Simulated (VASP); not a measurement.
Wanted: the native input for a VASP 6.6.1 run.

```yaml
Task: electric field gradients
Functional: PBE
Potentials_or_basis: VASP PAW PBE potentials, release 64 (Be, S)
Cutoff: 520 eV
k_mesh: 13 × 13 × 13
Occupations: fermi-dirac, width 0.08 eV
Spin: no spin polarisation
Dipole_correction: no
Further_INCAR_settings: ALGO = Normal; EDIFF = 1e-08; NBANDS = 11
```

The structure of BeS (rocksalt type) lies in POSCAR:

```
BeS
1.0
    0.0000000000      2.3144614809      2.3144614809
    2.3144614809      0.0000000000      2.3144614809
    2.3144614809      2.3144614809      0.0000000000
Be S
1 1
Direct
    0.0000000000      0.0000000000      0.0000000000
    0.5000000000      0.5000000000      0.5000000000
```

The input as run:

INCAR

```
ALGO = Normal ; EDIFF = 1E-8
ENCUT = 520 ; GGA = PE
ISIF = 2 ; ISMEAR = -1
LASPH = True ; LCHARG = False
LEFG = True ; LREAL = False
LWAVE = False ; NBANDS = 11
NELM = 80 ; PREC = Accurate
SIGMA = 0.08
```

KPOINTS

```
k-points
0
Gamma
  13 13 13
```

Potentials or basis: VASP PAW PBE potentials, release 64 (Be, S).

Launch:

```sh
$ cat potpaw_PBE.64/Be/POTCAR potpaw_PBE.64/S/POTCAR > POTCAR
$ mpirun -np 1 vasp_std > vasp.out
```

It gave:

```json
{
 "Pressure": "-0.1 GPa",
 "Band gap on the k mesh": "1.02 eV, indirect (least direct gap 4.18 eV)"
}
```

Caveat: without QUAD_EFG the Cq values of the log hold for a quadrupole moment of 1 mb, not for the nuclei.

Wall time 18 s on 1 thread of Intel(R) Xeon(R) Platinum 8259CL CPU @ 2.50GHz (Skylake/Cascade Lake), with other jobs on the host, peak memory 0.15 GiB.
